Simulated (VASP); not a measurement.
Input of a VASP 6.6.1 run:

The input INCAR:

```
SYSTEM = La2Hf2O
PREC = Accurate
ENCUT = 520
EDIFF = 1E-7
ISMEAR = 0
SIGMA = 0.1
LREAL = .False.
LASPH = .True.
NELM = 100
ALGO = Normal
ISIF = 2
LWAVE = .False.
LCHARG = .False.
GGA = PE
NBANDS = 32
```

File KPOINTS:

```
Automatic mesh
0
Gamma
  6 6 4
  0 0 0
```

Contents of POSCAR:

```
La2Hf2O
1.0
    3.4938745897      0.0000000000      0.0000000000
   -1.7469372948      3.0257841523      0.0000000000
    0.0000000000      0.0000000000     11.3725855355
La Hf O
2 2 1
Direct
    0.3333333333      0.6666666667      0.1338950475
    0.6666666667      0.3333333333      0.8661049525
    0.3333333333      0.6666666667      0.6001592124
    0.6666666667      0.3333333333      0.3998407876
    0.0000000000      0.0000000000      0.0000000000
```

Potentials or basis: VASP PAW PBE potentials, release 64 (La, Hf_pv, O).

The run is started by

```bash
$ cat potpaw_PBE.64/La/POTCAR potpaw_PBE.64/Hf_pv/POTCAR potpaw_PBE.64/O/POTCAR > POTCAR
$ mpirun -np 1 vasp_std > vasp.out
```

Problem. What does it give for the band gap on the k mesh?

Solution. Zero (bands 24 and 25 overlap by 0.70 eV).

Problem. Predict the largest force.

Solution. 0.047 eV/Å.

Forces in eV/Å, atoms in the order of the input:
```
La   0.000  0.000  0.006
La   0.000  0.000 -0.006
Hf   0.000  0.000 -0.047
Hf   0.000  0.000  0.047
O    0.000  0.000  0.000
```

Caveat: spin-orbit coupling is left out, which moves the levels of the heavy elements.
